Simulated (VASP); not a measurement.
A run of VASP 6.6.1 is set up as follows.

Contents of INCAR:

```
SYSTEM = Ge
PREC = Accurate
ENCUT = 520
EDIFF = 1E-7
ISMEAR = -1
SIGMA = 0.05
LREAL = .FALSE.
LASPH = .TRUE.
NELM = 60
ALGO = Normal
ISIF = 2
LWAVE = .FALSE.
LCHARG = .FALSE.
GGA = PE
NBANDS = 21
```

KPOINTS

```
Automatic mesh
0
G
  12 12 12
  0 0 0
```

POSCAR

```
Ge
1.0
    0.0000000000      2.8807264636      2.8807264636
    2.8807264636      0.0000000000      2.8807264636
    2.8807264636      2.8807264636      0.0000000000
Ge
2
Direct
   -0.1250000000     -0.1250000000     -0.1250000000
    0.1250000000      0.1250000000      0.1250000000
```

Potentials or basis: VASP PAW PBE potentials, release 64 (Ge_d).

Run with:

```bash
$ cat potpaw_PBE.64/Ge_d/POTCAR > POTCAR
$ mpirun -np 1 vasp_std > vasp.out
```

(1) Predict the pressure.

(2) Predict the band gap on the k mesh.

## Answers

(1) -0.1 GPa.

(2) zero (filled and empty bands touch).

Caveat: semilocal functionals underestimate gaps, so a narrow gap can read as zero.
